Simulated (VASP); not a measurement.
Write the native input for VASP 6.6.1 that does the following.

| Property | Result |
| --- | --- |
| Task | relaxation of cell and atoms |
| Functional | LDA |
| Potentials or basis | VASP PAW LDA potentials, release 64 (Pt) |
| Cutoff | 500 eV |
| k mesh | 9 × 9 × 9 |
| Occupations | gaussian, width 0.05 eV |
| Spin | no spin polarisation |
| Target pressure | 30 GPa |
| Dipole correction | no |
| Further INCAR settings | ALGO = Normal; EDIFF = 1e-07; IBRION = 2; EDIFFG = -0.03; NSW = 80; ISIF = 3 |

The structure of Pt lies in POSCAR:

```
Pt
1.0
    0.0000000000      1.9600000000      1.9600000000
    1.9600000000      0.0000000000      1.9600000000
    1.9600000000      1.9600000000      0.0000000000
Pt
1
Direct
    0.0000000000      0.0000000000      0.0000000000
```

These files were run (other wordings do the same):

INCAR

```
ALGO = Normal ; EDIFF = 1E-7
EDIFFG = -0.03 ; ENCUT = 500
GGA = CA ; GGA_COMPAT = F
IBRION = 2 ; ISIF = 3
ISMEAR = 0 ; LASPH = T
LCHARG = F ; LREAL = F
LWAVE = F ; NELM = 120
NELMIN = 4 ; NSW = 80
PREC = Accurate ; PSTRESS = 300.0
SIGMA = 0.05
```

KPOINTS

```
k-points
0
Gamma
  9 9 9
```

Potentials or basis: VASP PAW LDA potentials, release 64 (Pt).

Command:

```console
$ cat potpaw_LDA.64/Pt/POTCAR > POTCAR
$ mpirun -np 1 vasp_std > vasp.out
```

Results of the run:

```json
{"Relaxed volume": "13.65 Å³/atom", "Relaxed cell": "a = 2.683 Å, b = 2.683 Å, c = 2.683 Å, α = 60.00°, β = 60.00°, γ = 60.00°", "Space group after relaxing (to 0.1 Å)": "Fm-3m (No. 225)", "Energy change on relaxing (the run minimises the enthalpy)": "+91.5 meV/atom", "Ionic steps": "5", "Pressure after relaxing": "30.1 GPa", "Band gap on the k mesh": "zero (bands 5 and 6 overlap by 2.46 eV)"}
```

Caveat: the cell is relaxed towards a set pressure, so the run minimises the enthalpy, not the energy; spin-orbit coupling is left out, which moves the levels of the heavy elements.

Wall time 14 s on 1 thread of Intel(R) Xeon(R) 6975P-C (Granite Rapids) (shared host), peak memory 0.13 GiB.
